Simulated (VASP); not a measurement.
# KF (Carobbiite) (Fm-3m) in VASP: single point with PBEsol

Aim: the single point of KF (Carobbiite) with PBEsol.

Program: VASP 6.6.1. These are calculated values, not measurements. Logs are shortened: lines on timing, memory, paths and dates and some standing lists are left out, and cuts for length are marked.

### Step 1. The cell of the first run

The structure is cubic, space group Fm-3m (No. 225). The conventional cell has a = 5.344 Å, b = 5.344 Å, c = 5.344 Å, α = 90.00°, β = 90.00°, γ = 90.00°. Within 3.5 Å of K (site symmetry m-3m) lie 6 F at 2.67 Å. Within 3.5 Å of F (site symmetry m-3m) lie 6 K at 2.67 Å.

### Step 2. Single point, PBEsol

File INCAR:

```
PREC     = Accurate       # precision mode
ENCUT    = 600            # plane-wave cutoff, eV
EDIFF    = 1E-6           # SCF threshold, eV
ISMEAR   = 0              # smearing method
SIGMA    = 0.01           # smearing width, eV
LREAL    = False          # projectors in reciprocal space
LASPH    = True           # aspherical terms in the spheres
NELM     = 120            # most SCF steps
ALGO     = Normal         # electronic algorithm
ISIF     = 2              # what is computed and relaxed
LWAVE    = False          # write WAVECAR
LCHARG   = False          # write CHGCAR
GGA      = PS             # functional
NBANDS   = 15             # bands
GGA_COMPAT= False
```

File KPOINTS:

```
regular mesh
0
Gamma
  7 7 7
```

File POSCAR:

```
KF
1.0
    0.0000000000      2.6718500000      2.6718500000
    2.6718500000      0.0000000000      2.6718500000
    2.6718500000      2.6718500000      0.0000000000
K F
1 1
Direct
    0.0000000000      0.0000000000      0.0000000000
    0.5000000000      0.5000000000      0.5000000000
```

Potentials or basis: VASP PAW PBE potentials, release 64 (K_sv, F).

On the command line:

```
cat potpaw_PBE.64/K_sv/POTCAR potpaw_PBE.64/F/POTCAR > POTCAR
mpirun -np 1 vasp_std > vasp.out
```

OUTCAR:

```text
PREC = Accurate
   ENCUT = 600
   EDIFF = 1E-6
   ISMEAR = 0
   LREAL = False
   LASPH = True
   NELM = 120
   ISIF = 2
   GGA = PS

 ion  position               nearest neighbor table
   1  0.000  0.000  0.000-   2 2.67   2 2.67   2 2.67   2 2.67   2 2.67   2 2.67
   2  0.500  0.500  0.500-   1 2.67   1 2.67   1 2.67   1 2.67   1 2.67   1 2.67

  LATTYP: Found a face centered cubic cell.
 ALAT       =     5.3437000000

  Lattice vectors:

 A1 = (   0.0000000000,   2.6718500000,   2.6718500000)
 A2 = (   2.6718500000,   0.0000000000,   2.6718500000)
 A3 = (   2.6718500000,   2.6718500000,   0.0000000000)

Analysis of symmetry for initial positions (statically):
=====================================================================
 Subroutine PRICEL returns:
 Original cell was already a primitive cell.

 Routine SETGRP: Setting up the symmetry group for a
 face centered cubic supercell.

 Subroutine GETGRP returns: Found 48 space group operations
 (whereof 48 operations were pure point group operations)
 out of a pool of 48 trial point group operations.

The static configuration has the point symmetry O_h .

Analysis of symmetry for dynamics (positions and initial velocities):
=====================================================================
 Subroutine PRICEL returns:
 Original cell was already a primitive cell.

 Routine SETGRP: Setting up the symmetry group for a
 face centered cubic supercell.

 Subroutine GETGRP returns: Found 48 space group operations
 (whereof 48 operations were pure point group operations)
 out of a pool of 48 trial point group operations.

The dynamic configuration has the point symmetry O_h .

 Subroutine INISYM returns: Found 48 space group operations
 (whereof 48 operations are pure point group operations),
 and found     1 'primitive' translations

----------------------------------------------------------------------------------------

                                     Primitive cell

  volume of cell :      38.1475

  direct lattice vectors                    reciprocal lattice vectors
     0.000000000  2.671850000  2.671850000    -0.187136254  0.187136254  0.187136254
     2.671850000  0.000000000  2.671850000     0.187136254 -0.187136254  0.187136254
     2.671850000  2.671850000  0.000000000     0.187136254  0.187136254 -0.187136254

  length of vectors
     3.778566507  3.778566507  3.778566507     0.324129500  0.324129500  0.324129500

  position of ions in fractional coordinates (direct lattice)
     0.000000000  0.000000000  0.000000000
     0.500000000  0.500000000  0.500000000

  ion indices of the primitive-cell ions
   primitive index   ion index
                 1           1
                 2           2

----------------------------------------------------------------------------------------

 KPOINTS: regular mesh

Automatic generation of k-mesh.
 Grid dimensions read from file:
 generate k-points for:    7    7    7

 Generating k-lattice:

  Cartesian coordinates                     Fractional coordinates (reciprocal lattice)
    -0.026733751  0.026733751  0.026733751     0.142857143  0.000000000  0.000000000
     0.026733751 -0.026733751  0.026733751     0.000000000  0.142857143  0.000000000
     0.026733751  0.026733751 -0.026733751     0.000000000  0.000000000  0.142857143

  Length of vectors
     0.046304214  0.046304214  0.046304214

  Shift w.r.t. Gamma in fractional coordinates (k-lattice)
     0.000000000  0.000000000  0.000000000

 Subroutine IBZKPT returns following result:
 ===========================================

 Found     20 irreducible k-points:

 Following reciprocal coordinates:
            Coordinates               Weight
  0.000000  0.000000  0.000000      1.000000
  0.142857  0.000000  0.000000      8.000000
  0.285714  0.000000  0.000000      8.000000
  0.428571  0.000000  0.000000      8.000000
  0.142857  0.142857  0.000000      6.000000
  0.285714  0.142857  0.000000     24.000000
[... 12 lines left out ...]
 -0.428571  0.428571  0.142857     24.000000
 -0.285714  0.428571  0.142857     24.000000
   k-points           NKPTS =     20   k-points in BZ     NKDIM =     20   number of bands    NBANDS=     15
   number of dos      NEDOS =    301   number of ions     NIONS =      2
   total plane-waves  NPLWV =  27000
   dimension x,y,z NGX =    30 NGY =   30 NGZ =   30
   dimension x,y,z NGXF=    60 NGYF=   60 NGZF=   60
   ions per type =               1   1
   NGX,Y,Z   is equivalent  to a cutoff of  13.20, 13.20, 13.20 a.u.
   NGXF,Y,Z  is equivalent  to a cutoff of  26.40, 26.40, 26.40 a.u.
 SYSTEM =  unknown system
   PREC   = accura    normal or accurate (medium, high low for compatibility)
   ISTART =      0    job   : 0-new  1-cont  2-samecut
   ICHARG =      2    charge: 1-file 2-atom 10-const
   ISPIN  =      1    spin polarized calculation?
   LNONCOLLINEAR =      F non collinear calculations
   LSORBIT =      F    spin-orbit coupling
   LASPH  =      T    aspherical Exc in radial PAW
   ENCUT  =  600.0 eV  44.10 Ry    6.64 a.u.   7.55  7.55  7.55*2*pi/ulx,y,z
   NELM   =    120;   NELMIN=  2; NELMDL= -5     # of ELM steps
   EDIFF  = 0.1E-05   stopping-criterion for ELM
   LREAL  =      F    real-space projection
   EDIFFG = 0.1E-04   stopping-criterion for IOM
   NSW    =      0    number of steps for IOM
   IBRION =     -1    ionic relax: 0-MD 1-quasi-New 2-CG
   NFREE  =      0    steps in history (QN), initial steepest desc. (CG)
   ISIF   =      2    stress and relaxation
   ISYM   =      2    0-nonsym 1-usesym 2-fastsym
   POTIM  = 0.5000    time-step for ionic-motion
   TEBEG  =    0.0;   TEEND  =   0.0 temperature during run
   PSTRESS=    0.0 pullay stress
   NELECT =      16.0000    total number of electrons
   NUPDOWN=      -1.0000    fix difference up-down
   EMIN   =  10.00;   EMAX   =-10.00  energy-range for DOS
   EFERMI =   0.00;   METHOD = LEGACY
   ISMEAR =     0;   SIGMA  =   0.01  broadening in eV -4-tet -1-fermi 0-gaus
   EFERMI_NEDOS =   21; number of points for ismear=-14 and -15
   IALGO  =     38    algorithm
   IMIX   =      4    mixing-type and parameters
     AMIX     =   0.40;   BMIX     =  1.00
     AMIX_MAG =   1.60;   BMIX_MAG =  1.00
  volume/ion in A,a.u.               =      19.07       128.72
  Fermi-wavevector in a.u.,A,eV,Ry     =   1.225442  2.315750 20.431978  1.501708
  Thomas-Fermi vector in A             =   2.360480
   LORBIT       =      0    0 simple, 1 ext, 2 COOP (PROOUT), +10 PAW based schemes
   GGA     = PS    functional components
   LHFCALC =     F    Hartree Fock is set to
   AEXX    =    0.0000 exact exchange contribution
   IVDW    =     0    specifies the selected vdW correction
   LEPSILON=     F    determine dielectric tensor
   LRPA    =     F    only Hartree local field effects (RPA)
 non-spin polarized calculation
 Gauss-broadening in eV      SIGMA  =   0.01
  energy-cutoff  :      600.00
  volume of cell :       38.15
 maximum number of plane-waves:      1299
 NGX is ok and might be reduce to    30
   NGX = 15   NGY = 15   NGZ = 15

 number of electron      15.9999997 magnetization

 Free energy of the ion-electron system (eV)
  ---------------------------------------------------
  ext. energy  EPLUGINS =         0.00000000
  ---------------------------------------------------
  free energy    TOTEN  =        -8.52125358 eV

  energy without entropy =       -8.52125358  energy(sigma->0) =       -8.52125358

 E-fermi :  -2.7657     XC(G=0):  -8.6084

 val. band max:       -2.9093083906   @ k =   0.0000   0.0000   0.0000
 cond. band min:       3.1221853696   @ k =   0.0000   0.0000   0.0000
 fundamental gap:      6.0314937602
 Fermi energy:        -2.7656742603

 k-point     1 :       0.0000    0.0000    0.0000
  band No.  band energies     occupation
      1     -28.8724      2.00000
      2     -21.4389      2.00000
      3     -12.1843      2.00000
      4     -12.1843      2.00000
      5     -12.1843      2.00000
      6      -2.9093      2.00000
      7      -2.9093      2.00000
      8      -2.9093      2.00000
      9       3.1222      0.00000
     10       7.7273      0.00000
     11       7.7273      0.00000
     12       7.7273      0.00000
     13       9.4012      0.00000
     14       9.4012      0.00000
     15      13.8091      0.00000

 k-point     2 :       0.1429    0.0000    0.0000
  band No.  band energies     occupation
      1     -28.8542      2.00000
      2     -21.4558      2.00000
      3     -12.2381      2.00000
      4     -12.1915      2.00000
      5     -12.1915      2.00000
      6      -3.0932      2.00000
      7      -2.9787      2.00000
      8      -2.9787      2.00000
      9       3.6845      0.00000
     10       7.4037      0.00000
     11       8.0015      0.00000
     12       8.0015      0.00000
     13       9.5927      0.00000
     14       9.5927      0.00000
     15      14.7810      0.00000

 k-point     3 :       0.2857    0.0000    0.0000
  band No.  band energies     occupation
      1     -28.8127      2.00000
      2     -21.4941      2.00000
      3     -12.3575      2.00000
      4     -12.2073      2.00000
      5     -12.2073      2.00000
      6      -3.4455      2.00000
      7      -3.1301      2.00000
      8      -3.1301      2.00000
      9       4.9984      0.00000
     10       7.0583      0.00000
     11       8.6292      0.00000
     12       8.6292      0.00000
     13      10.2001      0.00000
     14      10.2001      0.00000
     15      15.4305      0.00000
[... 271 lines left out ...]
 k-point    19 :      -0.4286    0.4286    0.1429
  band No.  band energies     occupation
      1     -28.7552      2.00000
      2     -21.4761      2.00000
      3     -12.6500      2.00000
      4     -12.4585      2.00000
      5     -12.3158      2.00000
      6      -3.2289      2.00000
      7      -3.1325      2.00000
      8      -3.0156      2.00000
      9       5.8200      0.00000
     10       7.2354      0.00000
     11       8.3459      0.00000
     12      10.5782      0.00000
     13      11.0276      0.00000
     14      11.9165      0.00000
     15      12.5151      0.00000

 k-point    20 :      -0.2857    0.4286    0.1429
  band No.  band energies     occupation
      1     -28.7517      2.00000
      2     -21.4850      2.00000
      3     -12.6080      2.00000
      4     -12.5136      2.00000
      5     -12.2807      2.00000
      6      -3.3329      2.00000
      7      -3.1034      2.00000
      8      -3.0885      2.00000
      9       6.3896      0.00000
     10       7.1087      0.00000
     11       8.2785      0.00000
     12      10.5369      0.00000
     13      10.9867      0.00000
     14      11.7792      0.00000
     15      13.2229      0.00000

------------------------ aborting loop because EDIFF is reached ----------------------------------------

  FORCE on cell =-STRESS in cart. coord.  units (eV):
  Direction    XX          YY          ZZ          XY          YZ          ZX
  --------------------------------------------------------------------------------------
  -------------------------------------------------------------------------------------
  Total       -0.1504559     -0.1504559     -0.1504559      0.0000000     -0.0000000      0.0000000
  in kB       -6.3190774     -6.3190774     -6.3190774      0.0000000     -0.0000000      0.0000000
  external PRESSURE =      -6.3190774 kB  Pullay stress =       0.0000000 kB

 VOLUME and BASIS-vectors are now :
 -----------------------------------------------------------------------------
  energy-cutoff  :      600.00
  volume of cell :       38.15
      direct lattice vectors                 reciprocal lattice vectors
     0.000000000  2.671850000  2.671850000    -0.187136254  0.187136254  0.187136254
     2.671850000  0.000000000  2.671850000     0.187136254 -0.187136254  0.187136254
     2.671850000  2.671850000  0.000000000     0.187136254  0.187136254 -0.187136254

 POSITION                                       TOTAL-FORCE (eV/Angst)
 -----------------------------------------------------------------------------------
      0.00000      0.00000      0.00000        -0.000000     -0.000000      0.000000
      2.67185      2.67185      2.67185         0.000000      0.000000     -0.000000
 -----------------------------------------------------------------------------------
    total drift:                                0.000000      0.000000      0.000000

  FREE ENERGIE OF THE ION-ELECTRON SYSTEM (eV)
  ---------------------------------------------------
  free  energy   TOTEN  =        -8.5212535829 eV

  energy  without entropy=       -8.5212535829  energy(sigma->0) =       -8.52125358
```

It took 7.5 s on 1 thread of Intel Xeon 6975P-C (Granite Rapids), shared host; peak memory 0.17 GiB.

What came out:

* Free energy: -8.5213 eV
* Pressure: -0.6 GPa
* Band gap on the k mesh: 6.03 eV, direct

Levels at points of the mesh, in eV from the valence-band top:
| k point | band 5 | band 6 | band 7 | band 8 | band 9 | band 10 | band 11 | band 12 |
| --- | --- | --- | --- | --- | --- | --- | --- | --- |
| (0.00, 0.00, 0.00) | -9.28 | 0.00 | 0.00 | 0.00 | 6.03 | 10.64 | 10.64 | 10.64 |

Caveat: the PAW data sets were made with another functional, which shifts forces and pressure a little.
